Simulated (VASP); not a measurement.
A run of VASP 6.6.1:

The input INCAR:

```
ALGO = Normal
EDIFF = 1E-6
ENCUT = 520
GGA = PE
ISIF = 2
ISMEAR = 0
LASPH = True
LCHARG = True
LELF = True
LREAL = False
LVHAR = True
LWAVE = False
NBANDS = 14
NELM = 100
PREC = Accurate
SIGMA = 0.02
```

Contents of KPOINTS:

```
k-points
0
Gamma
  8 8 8
```

POSCAR

```
NaCl
1.0
    0.0000000000      2.7900273791      2.7900273791
    2.7900273791      0.0000000000      2.7900273791
    2.7900273791      2.7900273791      0.0000000000
Na Cl
1 1
Direct
    0.5000000000      0.5000000000      0.5000000000
    0.0000000000      0.0000000000      0.0000000000
```

Potentials or basis: VASP PAW PBE potentials, release 64 (Na_pv, Cl).

Launch:

```sh
$ cat potpaw_PBE.64/Na_pv/POTCAR potpaw_PBE.64/Cl/POTCAR > POTCAR
$ mpirun -np 1 vasp_std > vasp.out
```

Hardware: 1 thread of Intel Xeon 8259CL (shared host).

Task: How long does it take, and how much memory?

Result: Wall time 26 s on 1 thread of Intel Xeon 8259CL, with other jobs on the host, peak memory 0.16 GiB. Counts: scf iterations 12, k points 29.
